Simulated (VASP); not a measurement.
TiB2: single point with PBE

The system is TiB2.

```
CELL_PARAMETERS angstrom
3.03180 0.00000 0.00000
-1.51590 2.67813 0.00000
0.00000 0.00000 3.22423
ATOMIC_POSITIONS crystal
Ti 0.00000 0.00000 0.00000
B 0.33333 0.66667 0.50000
B 0.66667 0.33333 0.50000
```

This cell differs from its parent crystal: strain +0.0200 x Voigt [0, 1, 0, 0, 0, 0].

```json
{
 "Program": "VASP 6.6.1",
 "Task": "single point",
 "Functional": "PBE",
 "Potentials or basis": "VASP PAW PBE potentials, release 64 (Ti_sv, B)",
 "Cutoff": "520 eV",
 "k mesh": "18 × 18 × 14",
 "Occupations": "gaussian, width 0.15 eV",
 "Spin": "no spin polarisation"
}
```

```
Pressure               : -4.9 GPa
Largest force          : 0.040 eV/Å
Band gap on the k mesh : zero (band 9 reaches 10.07 eV, above the bottom of band 10 at 9.58 eV)
```

Forces on the atoms (eV/Å):
```
Ti   0.000  0.000  0.000
B    0.000  0.040  0.000
B    0.000 -0.040  0.000
```

Stress tensor (GPa, compression positive):
```
 -0.93   0.00   0.00
  0.00 -12.04   0.00
  0.00   0.00  -1.64
```

Levels at points of the mesh, in eV from the Fermi level:
```csv
k point,band 7,band 8,band 9,band 10,band 11,band 12
"(0.00, 0.00, 0.00)",-2.56,-2.21,-2.05,1.79,1.84,3.58
"(0.50, 0.00, 0.00)",-3.37,-3.08,-2.28,1.27,2.60,3.08
"(0.00, 0.50, 0.00)",-3.13,-3.12,-2.18,1.35,2.57,3.09
"(0.00, 0.00, 0.50)",-0.67,-0.56,-0.33,-0.22,0.30,0.51
"(0.50, 0.00, 0.50)",-4.71,-3.80,-3.12,2.46,2.80,4.35
"(0.00, 0.50, 0.50)",-4.47,-3.74,-3.29,2.43,2.76,4.30
```

Run time: 120 s on 1 thread of AMD EPYC 9R45 96-Core Processor (Zen 5), with other jobs on the host, peak memory 0.36 GiB.

Caveat: the cell differs from its parent crystal (strain +0.0200 x Voigt [0, 1, 0, 0, 0, 0]).
